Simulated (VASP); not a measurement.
# TiBe2H6 (Fm-3m) in VASP: a series of runs

The runs below take TiBe2H6 through single point, relaxation of cell and atoms, with PBE.

Program: VASP 6.6.1. These are calculated values, not measurements. Logs are shortened: lines on timing, memory, paths and dates and some standing lists are left out, and cuts for length are marked.

## (1) The cell of the first run

The structure is cubic, space group Fm-3m (No. 225). Conventional cell: a = 6.207 Å, b = 6.207 Å, c = 6.207 Å, α = 90.00°, β = 90.00°, γ = 90.00°. Within 2.9 Å of Ti (site symmetry m-3m) lie 12 H at 2.19 Å and 8 Be at 2.69 Å. Be (site symmetry -43m) has 6 H at 1.55 Å within 2.1 Å. Within 2.1 Å of H (site symmetry mmm) lie 2 Be at 1.55 Å.

## (2) Single point, PBE, collinear spin, ferromagnetic start

Contents of INCAR:

```
ALGO     = Normal         # electronic algorithm
EDIFF    = 1E-6           # SCF threshold, eV
ENCUT    = 520            # plane-wave cutoff, eV
GGA      = PE             # functional
ISIF     = 2              # what is computed and relaxed
ISMEAR   = 0              # smearing method
ISPIN    = 2              # spin polarisation
LASPH    = T              # aspherical terms in the spheres
LCHARG   = F              # write CHGCAR
LMAXMIX  = 4              # l up to which the mixer works
LORBIT   = 11             # projections on sites
LREAL    = F              # projectors in reciprocal space
LWAVE    = F              # write WAVECAR
MAGMOM   = 1.33 0 0 0 0 0 0 0 0 # initial moments
NBANDS   = 25             # bands
NELM     = 150            # most SCF steps
PREC     = Accurate       # precision mode
SIGMA    = 0.1            # smearing width, eV
```

Contents of KPOINTS:

```
k-points
0
Gamma
  10 10 10
```

Contents of POSCAR:

```
TiBe2H6
1.0
    0.0000000000      3.1032548532      3.1032548532
    3.1032548532      0.0000000000      3.1032548532
    3.1032548532      3.1032548532      0.0000000000
Ti Be H
1 2 6
Direct
    0.0000000000      0.0000000000      0.0000000000
    0.7500000000      0.7500000000      0.7500000000
    0.2500000000      0.2500000000      0.2500000000
    0.5000000000      0.0000000000      0.0000000000
    0.0000000000      0.5000000000      0.5000000000
    0.0000000000      0.5000000000      0.0000000000
    0.5000000000      0.0000000000      0.5000000000
    0.0000000000      0.0000000000      0.5000000000
    0.5000000000      0.5000000000      0.0000000000
```

Potentials or basis: VASP PAW PBE potentials, release 64 (Ti_sv, Be, H).

Command:

```
$ cat potpaw_PBE.64/Ti_sv/POTCAR potpaw_PBE.64/Be/POTCAR potpaw_PBE.64/H/POTCAR > POTCAR
$ mpirun -np 1 vasp_std > vasp.out
```

OUTCAR:

```text
EDIFF = 1E-6
   ENCUT = 520
   GGA = PE
   ISIF = 2
   ISMEAR = 0
   ISPIN = 2
   LASPH = T
   LORBIT = 11
   LREAL = F
   NELM = 150
   PREC = Accurate

 ion  position               nearest neighbor table
   1  0.000  0.000  0.000-
   2  0.750  0.750  0.750-   4 1.55   5 1.55   6 1.55   7 1.55   8 1.55   9 1.55
   3  0.250  0.250  0.250-   4 1.55   5 1.55   6 1.55   7 1.55   8 1.55   9 1.55
   4  0.500  0.000  0.000-   2 1.55   3 1.55
   5  0.000  0.500  0.500-   2 1.55   3 1.55
   6  0.000  0.500  0.000-   2 1.55   3 1.55
   7  0.500  0.000  0.500-   2 1.55   3 1.55
   8  0.000  0.000  0.500-   2 1.55   3 1.55
   9  0.500  0.500  0.000-   2 1.55   3 1.55

  LATTYP: Found a face centered cubic cell.
 ALAT       =     6.2065097064

  Lattice vectors:

 A1 = (   0.0000000000,   3.1032548532,   3.1032548532)
 A2 = (   3.1032548532,   0.0000000000,   3.1032548532)
 A3 = (   3.1032548532,   3.1032548532,   0.0000000000)

Analysis of symmetry for initial positions (statically):
=====================================================================
 Subroutine PRICEL returns:
 Original cell was already a primitive cell.

 Routine SETGRP: Setting up the symmetry group for a
 face centered cubic supercell.

 Subroutine GETGRP returns: Found 48 space group operations
 (whereof 48 operations were pure point group operations)
 out of a pool of 48 trial point group operations.

The static configuration has the point symmetry O_h .

Analysis of symmetry for dynamics (positions and initial velocities):
=====================================================================
 Subroutine PRICEL returns:
 Original cell was already a primitive cell.

 Routine SETGRP: Setting up the symmetry group for a
 face centered cubic supercell.

 Subroutine GETGRP returns: Found 48 space group operations
 (whereof 48 operations were pure point group operations)
 out of a pool of 48 trial point group operations.

The dynamic configuration has the point symmetry O_h .

Analysis of structural, dynamic, and magnetic symmetry:
=====================================================================
 Subroutine PRICEL returns:
 Original cell was already a primitive cell.

 Routine SETGRP: Setting up the symmetry group for a
[... 165 lines left out ...]
  ext. energy  EPLUGINS =         0.00000000
  ---------------------------------------------------
  free energy    TOTEN  =       -35.04936838 eV

  energy without entropy =      -35.02840824  energy(sigma->0) =      -35.03888831

 E-fermi :   5.2241     XC(G=0):  -9.8789

 val. band max:        5.2139530902   @ k =  -0.4000   0.4000   0.0000
 cond. band min:       5.2388036030   @ k =   0.3000   0.1000   0.0000
 fundamental gap:      0.0248505128
 Fermi energy:         5.2240677656

 spin component 1

 k-point     1 :       0.0000    0.0000    0.0000
  band No.  band energies     occupation
      1     -52.4013      1.00000
      2     -28.6943      1.00000
      3     -28.6943      1.00000
      4     -28.6943      1.00000
      5      -6.8045      1.00000
      6      -1.5315      1.00000
[... 613 lines left out ...]
     22      14.1151      0.00000
     23      15.9345      0.00000

 [... further k-points ...]

 spin component 2

 k-point     1 :       0.0000    0.0000    0.0000
  band No.  band energies     occupation
      1     -52.4024      1.00000
      2     -28.6954      1.00000
      3     -28.6954      1.00000
      4     -28.6954      1.00000
      5      -6.8047      1.00000
      6      -1.5318      1.00000
[... 613 lines left out ...]
     22      14.1145      0.00000
     23      15.9343      0.00000

 [... further k-points ...]

 [bands above 23 left out]

------------------------ aborting loop because EDIFF is reached ----------------------------------------

  FORCE on cell =-STRESS in cart. coord.  units (eV):
  Direction    XX          YY          ZZ          XY          YZ          ZX
  --------------------------------------------------------------------------------------
  -------------------------------------------------------------------------------------
  Total       -0.5407127     -0.5407127     -0.5407127     -0.0000000      0.0000000     -0.0000000
  in kB      -14.4942181    -14.4942181    -14.4942181     -0.0000000      0.0000000     -0.0000000
  external PRESSURE =     -14.4942181 kB  Pullay stress =       0.0000000 kB

 VOLUME and BASIS-vectors are now :
 -----------------------------------------------------------------------------
  energy-cutoff  :      520.00
  volume of cell :       59.77
      direct lattice vectors                 reciprocal lattice vectors
     0.000000000  3.103254853  3.103254853    -0.161121153  0.161121153  0.161121153
     3.103254853  0.000000000  3.103254853     0.161121153 -0.161121153  0.161121153
     3.103254853  3.103254853  0.000000000     0.161121153  0.161121153 -0.161121153

 POSITION                                       TOTAL-FORCE (eV/Angst)
 -----------------------------------------------------------------------------------
      0.00000      0.00000      0.00000         0.000000      0.000000     -0.000000
      4.65488      4.65488      4.65488         0.000000      0.000000      0.000000
      1.55163      1.55163      1.55163        -0.000000     -0.000000     -0.000000
      0.00000      1.55163      1.55163         0.000000      0.000000     -0.000000
      3.10325      1.55163      1.55163         0.000000      0.000000     -0.000000
      1.55163      0.00000      1.55163         0.000000      0.000000     -0.000000
      1.55163      3.10325      1.55163         0.000000      0.000000     -0.000000
      1.55163      1.55163      0.00000         0.000000      0.000000     -0.000000
      1.55163      1.55163      3.10325         0.000000      0.000000     -0.000000
 -----------------------------------------------------------------------------------
    total drift:                               -0.000000      0.000000      0.000000

  FREE ENERGIE OF THE ION-ELECTRON SYSTEM (eV)
  ---------------------------------------------------
  free  energy   TOTEN  =       -35.0493683757 eV

  energy  without entropy=      -35.0284082368  energy(sigma->0) =      -35.03888831

 total charge

# of ion       s       p       d       tot
------------------------------------------
    1        2.134   6.073   1.992  10.200
    2        0.385   0.757   0.000   1.142
    3        0.385   0.757   0.000   1.142
    4        0.567   0.013   0.000   0.581
    5        0.567   0.013   0.000   0.581
    6        0.567   0.013   0.000   0.581
    7        0.567   0.013   0.000   0.581
    8        0.567   0.013   0.000   0.581
    9        0.567   0.013   0.000   0.581
--------------------------------------------------
tot          6.309   7.668   1.992  15.970

 magnetization (x)

# of ion       s       p       d       tot
------------------------------------------
    1       -0.000  -0.000  -0.001  -0.002
    2        0.000  -0.000   0.000  -0.000
    3        0.000  -0.000   0.000  -0.000
    4        0.000  -0.000   0.000  -0.000
    5        0.000  -0.000   0.000  -0.000
    6        0.000  -0.000   0.000  -0.000
    7        0.000  -0.000   0.000  -0.000
    8        0.000  -0.000   0.000  -0.000
    9        0.000  -0.000   0.000  -0.000
--------------------------------------------------
tot          0.000  -0.000  -0.001  -0.002
```

Run time: 1.9 min. Hardware: 1 thread of Intel Xeon 6975P-C (Granite Rapids), shared host; peak memory 0.3 GiB.

What came out:

```
Free energy                                           : -35.0494 eV
Pressure                                              : -1.4 GPa
Band gap on the k mesh                                : zero (filled and empty bands overlap)
Net moment                                            : 0.00 μB per cell
Valence electrons inside the program's atomic spheres : Ti 10.20; Be 1.14; H 0.58
```

Levels at points of the mesh, in eV from the Fermi level:
Spin up:
```csv
k point,band 8,band 9,band 10,band 11,band 12,band 13,band 14,band 15
"(0.00, 0.00, 0.00)",-6.76,-2.81,-2.81,0.78,2.55,2.55,2.55,2.65
"(0.50, 0.00, 0.00)",-5.60,-4.71,-4.71,-0.87,0.07,0.07,1.87,2.64
"(0.50, 0.50, 0.00)",-6.81,-6.81,-0.83,-0.46,-0.46,-0.38,0.34,2.66
```
Spin down:
```
           k point  band 7  band 8  band 9  band 10  band 11  band 12  band 13  band 14  band 15  band 16
(0.00, 0.00, 0.00)   -6.76   -6.76   -2.81    -2.81     0.78     2.55     2.55     2.55     2.65     2.65
(0.50, 0.00, 0.00)   -5.60   -5.60   -4.71    -4.71    -0.87     0.07     0.07     1.87     2.64     2.64
(0.50, 0.50, 0.00)   -7.24   -6.81   -6.81    -0.83    -0.46    -0.46    -0.38     0.34     2.66     4.24
```

## (3) Relaxation of cell and atoms, PBE, collinear spin, ferromagnetic start

This run uses another cell than the first one, of 6.55 Å³/atom, 0.987 times its volume.

Contents of INCAR:

```
SYSTEM = TiBe2H6
ALGO = Normal
EDIFF = 1E-7
EDIFFG = -0.01
ENCUT = 600
GGA = PE
IBRION = 2
ISIF = 3
ISMEAR = 0
ISPIN = 2
LASPH = .True.
LCHARG = .False.
LMAXMIX = 4
LORBIT = 11
LREAL = .False.
LWAVE = .False.
MAGMOM = 1.33 0 0 0 0 0 0 0 0
NELM = 150
NSW = 100
PREC = Accurate
SIGMA = 0.1
```

Contents of KPOINTS:

```
k-points
0
Gamma
  10 10 10
  0 0 0
```

POSCAR, as its differences from that of step 2:

```diff
@@ -2,5 +2,5 @@
 1.0
-    0.0000000000      3.1032548532      3.1032548532
-    3.1032548532      0.0000000000      3.1032548532
-    3.1032548532      3.1032548532      0.0000000000
+    0.0000000000      3.0897440053      3.0897440053
+    3.0897440053      0.0000000000      3.0897440053
+    3.0897440053      3.0897440053      0.0000000000
 Ti Be H
```

Potentials or basis: VASP PAW PBE potentials, release 64 (Ti_sv, Be, H).

Command:

```
$ cat potpaw_PBE.64/Ti_sv/POTCAR potpaw_PBE.64/Be/POTCAR potpaw_PBE.64/H/POTCAR > POTCAR
$ mpirun -np 1 vasp_std > vasp.out
```

Run time: 1.7 min. Hardware: 1 thread of Intel Xeon 6975P-C (Granite Rapids), shared host; peak memory 0.3 GiB.

It converged, with:

```
Free energy                                           : -35.0552 eV
Pressure after relaxing                               : -0.1 GPa
Band gap on the k mesh                                : zero (filled and empty bands overlap)
Net moment                                            : 0.00 μB per cell
Valence electrons inside the program's atomic spheres : Ti 10.21; Be 1.16; H 0.58
```

Final structure:
```
Ti Be H
1.0
     0.00000    3.08974    3.08974
     3.08974    0.00000    3.08974
     3.08974    3.08974    0.00000
Ti Be H
1 2 6
Direct
  0.00000 0.00000 0.00000
  0.75000 0.75000 0.75000
  0.25000 0.25000 0.25000
  0.50000 0.00000 0.00000
  0.00000 0.50000 0.50000
  0.00000 0.50000 0.00000
  0.50000 0.00000 0.50000
  0.00000 0.00000 0.50000
  0.50000 0.50000 0.00000
```

Levels at points of the mesh, in eV from the Fermi level:
Spin up:
```csv
k point,band 7,band 8,band 9,band 10,band 11,band 12,band 13,band 14,band 15,band 16
"(0.00, 0.00, 0.00)",-6.82,-6.82,-2.83,-2.83,0.82,2.59,2.59,2.59,2.67,2.67
"(0.50, 0.00, 0.00)",-5.66,-5.66,-4.75,-4.75,-0.88,0.07,0.07,1.88,2.69,2.69
"(0.50, 0.50, 0.00)",-7.30,-6.87,-6.87,-0.82,-0.47,-0.47,-0.39,0.34,2.71,4.28
```
Spin down:
```tsv
k point	band 8	band 9	band 10	band 11	band 12	band 13	band 14	band 15
(0.00, 0.00, 0.00)	-6.82	-2.83	-2.83	0.82	2.59	2.59	2.67	2.67
(0.50, 0.00, 0.00)	-5.66	-4.75	-4.75	-0.88	0.07	0.07	1.88	2.69
(0.50, 0.50, 0.00)	-6.87	-6.87	-0.82	-0.47	-0.47	-0.39	0.34	2.71
```

Caveat: the relaxation stopped at its first step, so nothing moved.

## (4) Single point, PBE, collinear spin, ferromagnetic start

This run uses another cell than the first one, of 6.55 Å³/atom, 0.987 times its volume.

Contents of INCAR:

```
PREC     = Accurate       # precision mode
ENCUT    = 520            # plane-wave cutoff, eV
EDIFF    = 1E-6           # SCF threshold, eV
ISMEAR   = 0              # smearing method
SIGMA    = 0.1            # smearing width, eV
LREAL    = F              # projectors in reciprocal space
LASPH    = T              # aspherical terms in the spheres
NELM     = 150            # most SCF steps
ALGO     = Normal         # electronic algorithm
ISIF     = 2              # what is computed and relaxed
LWAVE    = F              # write WAVECAR
LCHARG   = F              # write CHGCAR
ISPIN    = 2              # spin polarisation
MAGMOM   = 1 0 0 0 0 0 0 0 0 # initial moments
LORBIT   = 11             # projections on sites
LMAXMIX  = 4              # l up to which the mixer works
GGA      = PE             # functional
NBANDS   = 25             # bands
```

Contents of KPOINTS:

```
Automatic mesh
0
Gamma
  6 6 6
```

POSCAR is that of step 3.

Potentials or basis: VASP PAW PBE potentials, release 64 (Ti_sv, Be, H).

Command:

```
$ cat potpaw_PBE.64/Ti_sv/POTCAR potpaw_PBE.64/Be/POTCAR potpaw_PBE.64/H/POTCAR > POTCAR
$ mpirun -np 1 vasp_std > vasp.out
```

OUTCAR:

```text
PREC = Accurate
   ENCUT = 520
   EDIFF = 1E-6
   ISMEAR = 0
   LREAL = F
   LASPH = T
   NELM = 150
   ISIF = 2
   ISPIN = 2
   LORBIT = 11
   GGA = PE

 ion  position               nearest neighbor table
   1  0.000  0.000  0.000-
   2  0.750  0.750  0.750-   4 1.54   5 1.54   6 1.54   7 1.54   8 1.54   9 1.54
   3  0.250  0.250  0.250-   4 1.54   5 1.54   6 1.54   7 1.54   8 1.54   9 1.54
   4  0.500  0.000  0.000-   2 1.54   3 1.54
   5  0.000  0.500  0.500-   2 1.54   3 1.54
   6  0.000  0.500  0.000-   2 1.54   3 1.54
   7  0.500  0.000  0.500-   2 1.54   3 1.54
   8  0.000  0.000  0.500-   2 1.54   3 1.54
   9  0.500  0.500  0.000-   2 1.54   3 1.54

  LATTYP: Found a face centered cubic cell.
 ALAT       =     6.1794880106

  Lattice vectors:

[... 1071 lines left out ...]
      1.54487      3.08974      1.54487         0.000000     -0.000000      0.000000
      1.54487      1.54487      0.00000         0.000000     -0.000000      0.000000
      1.54487      1.54487      3.08974         0.000000     -0.000000      0.000000
 -----------------------------------------------------------------------------------
    total drift:                                0.000000     -0.000000      0.000000

  FREE ENERGIE OF THE ION-ELECTRON SYSTEM (eV)
  ---------------------------------------------------
  free  energy   TOTEN  =       -35.0313313096 eV

  energy  without entropy=      -35.0035929529  energy(sigma->0) =      -35.01746213

 total charge

# of ion       s       p       d       tot
------------------------------------------
    1        2.132   6.079   1.999  10.210
    2        0.388   0.772   0.000   1.160
    3        0.388   0.772   0.000   1.160
    4        0.570   0.014   0.000   0.584
    5        0.570   0.014   0.000   0.584
    6        0.570   0.014   0.000   0.584
    7        0.570   0.014   0.000   0.584
    8        0.570   0.014   0.000   0.584
    9        0.570   0.014   0.000   0.584
--------------------------------------------------
tot          6.331   7.706   1.999  16.035

 magnetization (x)

# of ion       s       p       d       tot
------------------------------------------
    1        0.000   0.000   0.001   0.001
    2       -0.000   0.000   0.000   0.000
    3       -0.000   0.000   0.000   0.000
    4       -0.000   0.000   0.000  -0.000
    5       -0.000   0.000   0.000  -0.000
    6       -0.000   0.000   0.000  -0.000
    7       -0.000   0.000   0.000  -0.000
    8       -0.000   0.000   0.000  -0.000
    9       -0.000   0.000   0.000  -0.000
--------------------------------------------------
tot         -0.000   0.000   0.001   0.001
```

stdout:

```text
POSCAR found type information on POSCAR TiBeH
 POSCAR found :  3 types and       9 ions
 scaLAPACK will be used
 LDA part: xc-table for (Slater+PW92), standard interpolation
 POSCAR, INCAR and KPOINTS ok, starting setup
 FFT: planning ... GRIDC
 FFT: planning ... GRID_SOFT
 FFT: planning ... GRID
 WAVECAR not read
 entering main loop
```

Run time: 38 s. Hardware: 1 thread of Intel Xeon 6975P-C (Granite Rapids), shared host; peak memory 0.22 GiB.

Results:

```
Free energy                                           : -35.0313 eV
Pressure                                              : -0.1 GPa
Band gap on the k mesh                                : zero (filled and empty bands overlap)
Net moment                                            : 0.00 μB per cell
Valence electrons inside the program's atomic spheres : Ti 10.21; Be 1.16; H 0.58
```

Levels at points of the mesh, in eV from the Fermi level:
Spin up:
```csv
k point,band 7,band 8,band 9,band 10,band 11,band 12,band 13,band 14,band 15,band 16
"(0.00, 0.00, 0.00)",-6.79,-6.79,-2.81,-2.81,0.86,2.61,2.61,2.61,2.70,2.70
"(0.50, 0.00, 0.00)",-5.63,-5.63,-4.72,-4.72,-0.86,0.09,0.09,1.91,2.71,2.71
"(0.50, 0.50, 0.00)",-7.27,-6.84,-6.84,-0.79,-0.45,-0.45,-0.37,0.36,2.73,4.31
```
Spin down:
```
           k point  band 8  band 9  band 10  band 11  band 12  band 13  band 14  band 15
(0.00, 0.00, 0.00)   -6.79   -2.81    -2.81     0.86     2.61     2.61     2.61     2.70
(0.50, 0.00, 0.00)   -5.63   -4.72    -4.72    -0.86     0.09     0.09     1.91     2.71
(0.50, 0.50, 0.00)   -6.84   -6.84    -0.79    -0.45    -0.45    -0.37     0.36     2.73
```

## (5) The runs side by side

```csv
task,cell,k mesh,cutoff (eV),gap on the mesh (eV),pressure (GPa),moment (μB)
single point,"a = 4.389 Å, angles 60.0°, 9 atoms",10 × 10 × 10,520,none,-1.4,0.00
relaxation of cell and atoms,"relaxed from a = 4.370 Å, angles 60.0°, 9 atoms",10 × 10 × 10,600,none,-0.1,0.00
single point,"a = 4.370 Å, angles 60.0°, 9 atoms",6 × 6 × 6,520,none,-0.1,0.00
```

Alike in all rows: level PBE; potentials or basis VASP PAW PBE potentials, release 64 (Ti_sv, Be, H); spin collinear, ferromagnetic start; smearing gaussian 0.1 eV.

Caveats: the relaxation stopped at its first step, so nothing moved (some runs).

Absolute energies hang on the potentials; compare differences alone.
